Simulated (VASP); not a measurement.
Write the native input for VASP 6.6.1 that does the following.

```yaml
Task: single point
Functional: PBE
Potentials_or_basis: VASP PAW PBE potentials, release 64 (Pb_d, S)
Cutoff: 500 eV
k_mesh: 4 × 4 × 4
Occupations: gaussian, width 0.1 eV
Spin: no spin polarisation
Dipole_correction: no
Further_INCAR_settings: ALGO = Normal; EDIFF = 1e-06; NBANDS = 17
```

The structure of PbS lies in POSCAR:

```
PbS
1.0
    2.1126617058      1.2197458045      3.4519162518
   -2.1126617058      1.2197458045      3.4519162518
    0.0000000000     -2.4394916091      3.4519162518
Pb S
1 1
Direct
    0.9805657800      0.9805657800      0.9805657800
    0.4750355500      0.4750355500      0.4750355500
```

The input as run:

INCAR

```
SYSTEM = PbS
  PREC = Accurate
  ENCUT = 500
  EDIFF = 1E-6
  ISMEAR = 0
  SIGMA = 0.1
  LREAL = .False.
  LASPH = .True.
  NELM = 120
  ALGO = Normal
  ISIF = 2
  LWAVE = .False.
  LCHARG = .False.
  GGA = PE
  NBANDS = 17
  GGA_COMPAT = .False.
```

KPOINTS

```
Automatic mesh
0
Gamma
  4 4 4
  0 0 0
```

Potentials or basis: VASP PAW PBE potentials, release 64 (Pb_d, S).

Run with:

```console
$ cat potpaw_PBE.64/Pb_d/POTCAR potpaw_PBE.64/S/POTCAR > POTCAR
$ mpirun -np 1 vasp_std > vasp.out
```

Results of the run:

```yaml
Pressure: 0.9 GPa
Largest_force: 0.030 eV/Å
Band_gap_on_the_k_mesh: 0.46 eV, direct
```

Caveat: the k points lie up to 0.46 Å⁻¹ apart; spin-orbit coupling is left out, which moves the levels of the heavy elements.

It took 20 s on 1 thread of AMD EPYC 7R13 (shared host), peak memory 0.14 GiB.
